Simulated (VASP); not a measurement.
Wanted: the native input for a VASP 6.6.1 run.

- Task: single point
- Functional: PBE
- Dispersion: D4
- Potentials or basis: VASP PAW PBE potentials, release 64 (Mo_sv)
- Cutoff: 520 eV
- k mesh: 12 × 12 × 12
- Occupations: fermi-dirac, width 0.05 eV
- Spin: no spin polarisation
- Dipole correction: no
- Further INCAR settings: ALGO = Fast; EDIFF = 1e-06; NBANDS = 13

The structure of Mo lies in POSCAR:

```
Mo
1.0
   -1.5684672150      1.5684672150      1.5684672150
    1.5684672150     -1.5684672150      1.5684672150
    1.5684672150      1.5684672150     -1.5684672150
Mo
1
Direct
    0.0000000000      0.0000000000      0.0000000000
```

The input as run:

INCAR

```
PREC = Accurate
ENCUT = 520
EDIFF = 1E-6
ISMEAR = -1
SIGMA = 0.05
LREAL = F
LASPH = T
NELM = 80
ALGO = Fast
ISIF = 2
LWAVE = F
LCHARG = F
GGA = PE
IVDW = 13
NBANDS = 13
```

KPOINTS

```
Automatic mesh
0
Gamma
  12 12 12
```

Potentials or basis: VASP PAW PBE potentials, release 64 (Mo_sv).

The run is started by

```sh
$ cat potpaw_PBE.64/Mo_sv/POTCAR > POTCAR
$ mpirun -np 1 vasp_std > vasp.out
```

Results of the run:

- Pressure: 0.6 GPa
- Band gap on the k mesh: zero (band 7 reaches 16.85 eV, above the bottom of band 8 at 11.41 eV)
- Dispersion energy per atom: -0.616 eV

Caveat: pairwise dispersion overbinds metals, which lowers pressure and volume.

Run time: 12 s on 1 thread of AMD EPYC 7R43 64-Core Processor (Zen 3), on a shared host, peak memory 0.1 GiB.
